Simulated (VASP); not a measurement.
Input of a VASP 6.6.1 run:

INCAR

```
PREC = Accurate
ENCUT = 520
EDIFF = 1E-6
ISMEAR = 0
SIGMA = 0.05
LREAL = F
LASPH = T
NELM = 60
ALGO = Normal
ISIF = 2
LWAVE = F
LCHARG = F
GGA = PS
NBANDS = 22
```

Contents of KPOINTS:

```
Automatic mesh
0
Gamma
  4 4 2
```

POSCAR

```
F
1.0
    2.9484629692     -1.6945827202     -0.2274109001
    2.9484629692      1.6945827202     -0.2274109001
   -2.2170189184      0.0000000000      6.7863396219
F
4
Direct
    0.0848459664      0.0848459664      0.1059920108
    0.9151540336      0.9151540336      0.8940079892
    0.5015719855      0.5015719855      0.5937195244
    0.4984280145      0.4984280145      0.4062804756
```

Potentials or basis: VASP PAW PBE potentials, release 64 (F).

Command:

```console
$ cat potpaw_PBE.64/F/POTCAR > POTCAR
$ mpirun -np 1 vasp_std > vasp.out
```

Q: Predict the largest force.

A: 3.767 eV/Å.

Q: Estimate the pressure.

A: 2.2 GPa.

Q: Predict the band gap on the k mesh.

A: 2.42 eV, indirect (least direct gap 2.54 eV).

Forces in eV/Å, atoms in the order of the input:
```
F   -0.418  0.000 -1.253
F    0.418  0.000  1.253
F   -1.099  0.000  3.603
F    1.099  0.000 -3.603
```

Caveat: the k points lie up to 0.55 Å⁻¹ apart; the PAW data sets were made with another functional, which shifts forces and pressure a little. A k mesh can miss the band edges.
